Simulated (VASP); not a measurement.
GaN, 4 atoms in the cell. It takes space group P6_3mc (No. 186, hexagonal). Conventional cell: a = 3.204 Å, b = 3.204 Å, c = 5.220 Å, α = 90.00°, β = 90.00°, γ = 120.00°. Within 2.6 Å of Ga (site symmetry 3m) lie 4 N at 1.96 to 1.97 Å. Within 2.6 Å of N (site symmetry 3m) lie 4 Ga at 1.96 to 1.97 Å.  This cell differs from its parent crystal: volume scaled by 1.020.

* Program: VASP 6.6.1
* Task: single point
* Functional: PBEsol
* Potentials or basis: VASP PAW PBE potentials, release 64 (Ga_d, N)
* Cutoff: 520 eV
* k mesh: 12 × 12 × 6
* Occupations: gaussian, width 0.05 eV
* Spin: no spin polarisation
* Dipole correction: no
* Further INCAR settings: ALGO = Normal; EDIFF = 1e-06; NBANDS = 26

Potentials or basis: VASP PAW PBE potentials, release 64 (Ga_d, N).

Launch:

```sh
$ cat potpaw_PBE.64/Ga_d/POTCAR potpaw_PBE.64/N/POTCAR > POTCAR
$ mpirun -np 1 vasp_std > vasp.out
```

Hardware: 1 thread of AMD EPYC 9R45 96-Core Processor (Zen 5), on a shared host.

Question: Estimate the wall time of this run.

Answer: It took 66 s on 1 thread of AMD EPYC 9R45 96-Core Processor (Zen 5), on a shared host, peak memory 0.18 GiB. Counts: scf iterations 19, k points 76.
